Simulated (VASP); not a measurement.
# AlN (P6_3mc) in VASP: further runs, part 2 of 2

VASP 6.6.1. The steps go on from the part before.

### Step 4. Single point, LDA

This run uses another cell than the first one: it holds 36 atoms, not 4.

The input, INCAR:

```
SYSTEM = AlN
  ALGO = Normal
  EDIFF = 1E-7
  ENCUT = 520
  GGA = CA
  ISIF = 2
  ISMEAR = 0
  LASPH = .True.
  LCHARG = .True.
  LELF = .True.
  LREAL = Auto
  LVHAR = .True.
  LWAVE = .False.
  NBANDS = 96
  NELM = 60
  PREC = Accurate
  SIGMA = 0.01
```

The input, KPOINTS:

```
Automatic mesh
0
Gamma
  2 2 2
  0.5 0.5 0.5
```

The input, POSCAR:

```
AlN
1.0
    0.0000000000      5.3499220094     -4.9433095519
    4.6331683684     -2.6749610047     -4.9433095519
   -4.6331683684     -2.6749610047     -4.9433095519
Al N
18 18
Direct
    0.9447747454      0.2781080787      0.2781080787
    0.2781080787      0.9447747454      0.2781080787
    0.9447747454      0.6114414121      0.9447747454
    0.6114414121      0.6114414121      0.2781080787
    0.2781080787      0.2781080787      0.9447747454
    0.9447747454      0.9447747454      0.6114414121
    0.6114414121      0.9447747454      0.9447747454
    0.2781080787      0.6114414121      0.6114414121
    0.6114414121      0.2781080787      0.6114414121
    0.8892191898      0.8892191898      0.2225525232
    0.2225525232      0.5558858565      0.2225525232
    0.8892191898      0.2225525232      0.8892191898
    0.5558858565      0.2225525232      0.2225525232
    0.2225525232      0.8892191898      0.8892191898
    0.8892191898      0.5558858565      0.5558858565
    0.5558858565      0.5558858565      0.8892191898
    0.2225525232      0.2225525232      0.5558858565
    0.5558858565      0.8892191898      0.5558858565
    0.8174474768      0.1507808102      0.1507808102
    0.1507808102      0.8174474768      0.1507808102
    0.8174474768      0.4841141435      0.8174474768
    0.4841141435      0.4841141435      0.1507808102
    0.1507808102      0.1507808102      0.8174474768
    0.8174474768      0.8174474768      0.4841141435
    0.4841141435      0.8174474768      0.8174474768
    0.1507808102      0.4841141435      0.4841141435
    0.4841141435      0.1507808102      0.4841141435
    0.0952252546      0.0952252546      0.4285585879
    0.4285585879      0.7618919213      0.4285585879
    0.0952252546      0.4285585879      0.0952252546
    0.7618919213      0.4285585879      0.4285585879
    0.4285585879      0.0952252546      0.0952252546
    0.0952252546      0.7618919213      0.7618919213
    0.7618919213      0.7618919213      0.0952252546
    0.4285585879      0.4285585879      0.7618919213
    0.7618919213      0.0952252546      0.7618919213
```

Potentials or basis: VASP PAW LDA potentials, release 64 (Al, N).

On the command line:

```
$ cat potpaw_LDA.64/Al/POTCAR potpaw_LDA.64/N/POTCAR > POTCAR
$ mpirun -np 1 vasp_std > vasp.out
```

OUTCAR:

```text
SYSTEM = AlN
   EDIFF = 1E-7
   ENCUT = 520
   GGA = CA
   ISIF = 2
   ISMEAR = 0
   LASPH = .True.
   LREAL = Auto
   NELM = 60
   PREC = Accurate

 ion  position               nearest neighbor table
   1  0.945  0.278  0.278-  28 1.88  30 1.88  31 1.88  19 1.89  13 3.05  12 3.05  10 3.05  15 3.05
                            11 3.05  17 3.05   2 3.09   5 3.09   3 3.09   6 3.09   4 3.09   9 3.09
   2  0.278  0.945  0.278-  29 1.88  32 1.88  28 1.88  20 1.89  11 3.05  14 3.05  10 3.05  18 3.05
                            13 3.05  17 3.05   5 3.09   1 3.09   8 3.09   4 3.09   7 3.09   6 3.09
   3  0.945  0.611  0.945-  33 1.88  34 1.88  30 1.88  21 1.89  14 3.05  10 3.05  11 3.05  12 3.05
                            15 3.05  16 3.05   6 3.09   7 3.09   4 3.09   8 3.09   1 3.09   5 3.09
   4  0.611  0.611  0.278-  34 1.88  31 1.88  29 1.88  22 1.89  10 3.05  15 3.05  18 3.05  13 3.05
                            11 3.05  16 3.05   7 3.09   3 3.09   1 3.09   2 3.09   9 3.09   8 3.09
   5  0.278  0.278  0.945-  35 1.88  32 1.88  30 1.88  23 1.89  17 3.05  14 3.05  12 3.05  16 3.05
                            13 3.05  11 3.05   2 3.09   1 3.09   8 3.09   9 3.09   3 3.09   7 3.09
   6  0.945  0.945  0.611-  33 1.88  36 1.88  28 1.88  24 1.89  14 3.05  12 3.05  17 3.05  10 3.05
                            15 3.05  18 3.05   3 3.09   7 3.09   8 3.09   9 3.09   1 3.09   2 3.09
   7  0.611  0.945  0.945-  36 1.88  34 1.88  32 1.88  25 1.89  12 3.05  10 3.05  13 3.05  16 3.05
                            18 3.05  14 3.05   4 3.09   9 3.09   6 3.09   3 3.09   2 3.09   5 3.09
   8  0.278  0.611  0.611-  33 1.88  29 1.88  35 1.88  26 1.89  14 3.05  16 3.05  18 3.05  17 3.05
                            11 3.05  15 3.05   3 3.09   6 3.09   5 3.09   2 3.09   4 3.09   9 3.09
   9  0.611  0.278  0.611-  36 1.88  31 1.88  35 1.88  27 1.89  12 3.05  15 3.05  16 3.05  13 3.05
[... 23 lines left out ...]
  23  0.151  0.151  0.817-  17 1.88  14 1.88  12 1.88   5 1.89
  24  0.817  0.817  0.484-  15 1.88  10 1.88  18 1.88   6 1.89
[... 10 lines left out ...]
  35  0.429  0.429  0.762-   5 1.88   8 1.88   9 1.88  16 1.89
  36  0.762  0.095  0.762-   9 1.88   7 1.88   6 1.88  12 1.89

  LATTYP: Found a trigonal (rhomboedric) cell.
 ALAT       =     7.2840905289
 COS(alpha) =     0.1908379768

  Lattice vectors:

 A1 = (   0.0000000000,   5.3499220094,  -4.9433095519)
 A2 = (   4.6331683684,  -2.6749610047,  -4.9433095519)
 A3 = (  -4.6331683684,  -2.6749610047,  -4.9433095519)

Analysis of symmetry for initial positions (statically):
=====================================================================
[... 172 lines left out ...]
  free energy    TOTEN  =      -295.56800156 eV

  energy without entropy =     -295.56800156  energy(sigma->0) =     -295.56800156

 E-fermi :   5.9491     XC(G=0): -11.3430

 val. band max:        5.8921818590   @ k =  -0.2500   0.2500   0.2500
 cond. band min:      11.1193579220   @ k =  -0.2500   0.2500   0.2500
 fundamental gap:      5.2271760631
 Fermi energy:         5.9491214410

 k-point     1 :       0.2500    0.2500    0.2500
  band No.  band energies     occupation
      1      -8.8099      2.00000
      2      -7.7244      2.00000
      3      -7.7244      2.00000
      4      -7.7244      2.00000
      5      -7.2389      2.00000
      6      -7.2389      2.00000
[... 76 lines left out ...]
     83      12.2929      0.00000
     84      12.2929      0.00000

 k-point     2 :      -0.2500    0.2500    0.2500
  band No.  band energies     occupation
      1      -8.6676      2.00000
      2      -8.0601      2.00000
      3      -7.8221      2.00000
      4      -7.8221      2.00000
      5      -7.5332      2.00000
      6      -7.0317      2.00000
[... 76 lines left out ...]
     83      12.7350      0.00000
     84      12.7636      0.00000
 [bands above 84 left out]

------------------------ aborting loop because EDIFF is reached ----------------------------------------

  FORCE on cell =-STRESS in cart. coord.  units (eV):
  Direction    XX          YY          ZZ          XY          YZ          ZX
  --------------------------------------------------------------------------------------
  -------------------------------------------------------------------------------------
  Total        1.5054031      1.5054031      1.4285843      0.0000000     -0.0000000      0.0000000
  in kB        6.5614345      6.5614345      6.2266128      0.0000000     -0.0000000      0.0000000
  external PRESSURE =       6.4498273 kB  Pullay stress =       0.0000000 kB

 VOLUME and BASIS-vectors are now :
 -----------------------------------------------------------------------------
  energy-cutoff  :      520.00
  volume of cell :      367.59
      direct lattice vectors                 reciprocal lattice vectors
     0.000000000  5.349922009 -4.943309552     0.000000000  0.124612408 -0.067431208
     4.633168368 -2.674961005 -4.943309552     0.107917511 -0.062306204 -0.067431208
    -4.633168368 -2.674961005 -4.943309552    -0.107917511 -0.062306204 -0.067431208

 POSITION                                       TOTAL-FORCE (eV/Angst)
 -----------------------------------------------------------------------------------
      0.00000      3.56661     -7.41986         0.000000     -0.000000     -0.001726
      3.08878     -1.78331     -7.41986         0.000000      0.000000     -0.001726
     -1.54439      0.89165    -12.36317         0.000000     -0.000000     -0.001726
      1.54439      0.89165     -7.41986         0.000000     -0.000000     -0.001726
     -3.08878     -1.78331     -7.41986         0.000000     -0.000000     -0.001726
      1.54439      0.89165    -12.36317         0.000000      0.000000     -0.001726
[... 28 lines left out ...]
     -1.54439     -0.89165     -8.00326         0.000000     -0.000000      0.002213
     -3.08878      1.78331     -8.00326         0.000000     -0.000000      0.002213
 -----------------------------------------------------------------------------------
    total drift:                               -0.000001     -0.000000     -0.044991

  FREE ENERGIE OF THE ION-ELECTRON SYSTEM (eV)
  ---------------------------------------------------
  free  energy   TOTEN  =      -295.5680015636 eV

  energy  without entropy=     -295.5680015636  energy(sigma->0) =     -295.56800156
```

stdout:

```text
POSCAR found type information on POSCAR AlN
 POSCAR found :  2 types and      36 ions
 scaLAPACK will be used
 LDA part: xc-table for (Slater(with rela. corr.)+CA(PZ))
 , standard interpolation
 POSCAR, INCAR and KPOINTS ok, starting setup
 FFT: planning ... GRIDC
 FFT: planning ... GRID_SOFT
 FFT: planning ... GRID
 WAVECAR not read
 entering main loop
```

It took 3.2 min on 1 thread of Intel Xeon 8259CL, shared host; peak memory 0.32 GiB.

What came out:

```yaml
Free_energy: -295.5680 eV
Pressure: 0.6 GPa
Largest_force: 0.004 eV/Å
Band_gap_on_the_k_mesh: 5.23 eV
```

Forces in eV/Å, atoms in the order of the input:
```
Al   0.000  0.000 -0.002
Al   0.000  0.000 -0.002
Al   0.000  0.000 -0.002
Al   0.000  0.000 -0.002
Al   0.000  0.000 -0.002
Al   0.000  0.000 -0.002
Al   0.000  0.000 -0.002
Al   0.000  0.000 -0.002
Al   0.000  0.000 -0.002
Al   0.000  0.000 -0.004
Al   0.000  0.000 -0.004
Al   0.000  0.000 -0.004
Al   0.000  0.000 -0.004
Al   0.000  0.000 -0.004
Al   0.000  0.000 -0.004
Al   0.000  0.000 -0.004
Al   0.000  0.000 -0.004
Al   0.000  0.000 -0.004
N    0.000  0.000  0.003
N    0.000  0.000  0.003
N    0.000  0.000  0.003
N    0.000  0.000  0.003
N    0.000  0.000  0.003
N    0.000  0.000  0.003
N    0.000  0.000  0.003
N    0.000  0.000  0.003
N    0.000  0.000  0.003
N    0.000  0.000  0.002
N    0.000  0.000  0.002
N    0.000  0.000  0.002
N    0.000  0.000  0.002
N    0.000  0.000  0.002
N    0.000  0.000  0.002
N    0.000  0.000  0.002
N    0.000  0.000  0.002
N    0.000  0.000  0.002
```

Caveat: a shifted mesh leaves out Γ, where band edges can lie. A k mesh can miss the band edges.

### Step 5. Summary

```csv
task,cell,k mesh,cutoff (eV),smearing,gap on the mesh (eV),pressure (GPa)
single point,"a = 3.089, b = 3.089, c = 4.943 Å, angles 90.0, 90.0, 120.0°, 4 atoms, atomic positions A",12 × 12 × 6,520,gaussian 0.02 eV,4.42,0.6
relaxation of cell and atoms,"relaxed from a = 3.129, b = 3.129, c = 5.017 Å, angles 90.0, 90.0, 120.0°, 4 atoms, atomic positions A",12 × 12 × 6,600,gaussian 0.02 eV,4.40,0.0
single point,"a = 7.284 Å, angles 79.0°, 36 atoms, atomic positions B","2 × 2 × 2, shifted",520,gaussian 0.01 eV,5.23,0.6
```

Alike in all rows: level LDA; potentials or basis VASP PAW LDA potentials, release 64 (Al, N); no spin polarisation.

Caveats: a shifted mesh leaves out Γ, where band edges can lie (at least some runs).

Absolute energies hang on the potentials; compare differences alone.
